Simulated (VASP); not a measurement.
# Ga6SbAs5 (an interface model) in VASP: further runs, part 2 of 2

VASP 6.6.1. Earlier steps stand in the parts before.

### 4 Single point, PBEsol

INCAR reads:

```
SYSTEM = Ga6SbAs5
PREC = Accurate
ENCUT = 520
EDIFF = 1E-7
ISMEAR = -1
SIGMA = 0.05
LREAL = .FALSE.
LASPH = .TRUE.
NELM = 100
ALGO = Normal
ISIF = 2
LWAVE = .FALSE.
LCHARG = .FALSE.
GGA = PS
NBANDS = 66
```

KPOINTS reads:

```
Automatic mesh
0
G
  4 4 1
  0 0 0
```

POSCAR reads:

```
Ga6SbAs5
1.0
    2.8300000000      2.8300000000      0.0000000000
   -2.8300000000      2.8300000000      0.0000000000
    0.0000000000      0.0000000000     17.3767190000
Ga As Sb
6 5 1
Direct
    0.0048780000      0.0449620000      0.0096720000
    0.9642640000      0.9948080000      0.3324740000
    0.0067170000      0.9489080000      0.6493080000
    0.5282490000      0.4817800000      0.1729170000
    0.5155300000      0.5064640000      0.4894960000
    0.5196060000      0.5360700000      0.8109540000
    0.5110150000      0.0128670000      0.0915410000
    0.4757610000      0.0105420000      0.4068130000
    0.4803800000      0.0067850000      0.7352880000
    0.0234980000      0.4500710000      0.2379350000
    0.9852890000      0.5199820000      0.5670790000
    0.9839010000      0.4783600000      0.9026330000
```

Potentials or basis: VASP PAW PBE potentials, release 64 (Ga_d, As, Sb).

The run is started by

```console
cat potpaw_PBE.64/Ga_d/POTCAR potpaw_PBE.64/As/POTCAR potpaw_PBE.64/Sb/POTCAR > POTCAR
mpirun -np 1 vasp_std > vasp.out
```

OUTCAR:

```text
SYSTEM = Ga6SbAs5
   PREC = Accurate
   ENCUT = 520
   EDIFF = 1E-7
   ISMEAR = -1
   LREAL = .FALSE.
   LASPH = .TRUE.
   NELM = 100
   ISIF = 2
   GGA = PS

 ion  position               nearest neighbor table
   1  0.005  0.045  0.010-   7 2.44   7 2.48  12 2.54  12 2.93
   2  0.964  0.995  0.332-   8 2.34   8 2.42  10 2.46  10 2.74
   3  0.007  0.949  0.649-  11 2.24   9 2.42   9 2.59  11 2.70
   4  0.528  0.482  0.173-  10 2.29  10 2.32   7 2.35   7 2.55
   5  0.516  0.506  0.489-  11 2.31   8 2.46   8 2.48  11 2.51
   6  0.520  0.536  0.811-   9 2.30  12 2.46   9 2.50  12 2.68
   7  0.511  0.013  0.092-   4 2.35   1 2.44   1 2.48   4 2.55
   8  0.476  0.011  0.407-   2 2.34   2 2.42   5 2.46   5 2.48
   9  0.480  0.007  0.735-   6 2.30   3 2.42   6 2.50   3 2.59
  10  0.023  0.450  0.238-   4 2.29   4 2.32   2 2.46   2 2.74
  11  0.985  0.520  0.567-   3 2.24   5 2.31   5 2.51   3 2.70
  12  0.984  0.478  0.903-   6 2.46   1 2.54   6 2.68   1 2.93

  LATTYP: Found a simple tetragonal cell.
 ALAT       =     4.0022243815
 C/A-ratio  =     4.3417653144

[... 199 lines left out ...]
      6     -10.8620      2.00000
[... 679 lines left out ...]
     65       7.4847      0.00000
     66       7.8257      0.00000

------------------------ aborting loop because EDIFF is reached ----------------------------------------

  FORCE on cell =-STRESS in cart. coord.  units (eV):
  Direction    XX          YY          ZZ          XY          YZ          ZX
  --------------------------------------------------------------------------------------
  -------------------------------------------------------------------------------------
  Total        7.1842249      7.4262584      3.6016306      2.6489714      2.4901907      1.9337175
  in kB       41.3542221     42.7474285     20.7319000     15.2481518     14.3341696     11.1309691
  external PRESSURE =      34.9445169 kB  Pullay stress =       0.0000000 kB

 VOLUME and BASIS-vectors are now :
 -----------------------------------------------------------------------------
  energy-cutoff  :      520.00
  volume of cell :      278.34
      direct lattice vectors                 reciprocal lattice vectors
     2.830000000  2.830000000  0.000000000     0.176678445  0.176678445  0.000000000
    -2.830000000  2.830000000  0.000000000    -0.176678445  0.176678445  0.000000000
     0.000000000  0.000000000 17.376719000     0.000000000  0.000000000  0.057548263

 POSITION                                       TOTAL-FORCE (eV/Angst)
 -----------------------------------------------------------------------------------
     -0.11344      0.14105      0.16807         0.821029     -0.781696     -0.265735
     -0.08644      5.54417      5.77731         0.945100      0.052324     -1.438643
     -2.66640      2.70442     11.28284        -2.142987      1.130927      1.256512
      0.13151      2.85838      3.00473        -0.866494      0.507093     -1.267867
      0.02566      2.89224      8.50583        -1.041644     -0.686864     -0.524859
     -0.04659      2.98756     14.09172        -0.107787     -1.739416      0.427571
      1.40976      1.48259      1.59068         0.506707     -0.798360     -0.753817
      1.31657      1.37624      7.06908        -0.079251     -0.327135      0.683726
      1.34027      1.37868     12.77689        -0.092163      1.112084     -1.206969
     -1.20720      1.34020      4.13453        -0.662420      0.546271      2.506286
      1.31682      4.25992      9.85397         2.570672     -0.801069     -0.298552
      1.43068      4.13820     15.68480         0.149237      1.785841      0.882347
 -----------------------------------------------------------------------------------
    total drift:                               -0.000612      0.000514     -0.000027

  FREE ENERGIE OF THE ION-ELECTRON SYSTEM (eV)
  ---------------------------------------------------
  free  energy   TOTEN  =       -51.3967045087 eV

  energy  without entropy=      -51.3818162998  energy(sigma->0) =      -51.38926040
```

It took 2.4 min on 1 thread of Intel Xeon 6975P-C (Granite Rapids), shared host; peak memory 0.42 GiB.

Results:

```
Free energy            : -51.3967 eV
Pressure               : 3.5 GPa
Largest force          : 2.730 eV/Å
Band gap on the k mesh : 0.01 eV (least direct gap 0.20 eV)
```

Forces on the atoms (eV/Å):
```
Ga   0.821 -0.782 -0.266
Ga   0.945  0.052 -1.439
Ga  -2.143  1.131  1.257
Ga  -0.866  0.507 -1.268
Ga  -1.042 -0.687 -0.525
Ga  -0.108 -1.739  0.428
As   0.507 -0.798 -0.754
As  -0.079 -0.327  0.684
As  -0.092  1.112 -1.207
As  -0.662  0.546  2.506
As   2.571 -0.801 -0.299
Sb   0.149  1.786  0.882
```

Stress tensor (GPa, compression positive):
```
4.14 1.52 1.11
1.52 4.27 1.43
1.11 1.43 2.07
```

Levels at points of the mesh, in eV from the valence-band top:
```csv
k point,band 52,band 53,band 54,band 55,band 56,band 57
"(0.00, 0.00, 0.00)",-0.81,-0.25,-0.20,0.01,0.37,0.72
"(0.50, 0.00, 0.00)",-1.59,-1.31,0.00,0.61,0.89,0.92
"(0.00, 0.50, 0.00)",-1.72,-1.53,-0.58,0.48,0.68,0.79
"(0.50, 0.50, 0.00)",-3.36,-3.19,-2.86,0.29,0.46,0.68
```

Caveat: the smearing spreads over this small gap; semilocal functionals underestimate gaps, and a narrow one can read as zero; the PAW data sets were made with another functional, which shifts forces and pressure a little; spin-orbit coupling is left out, which moves the levels of the heavy elements.
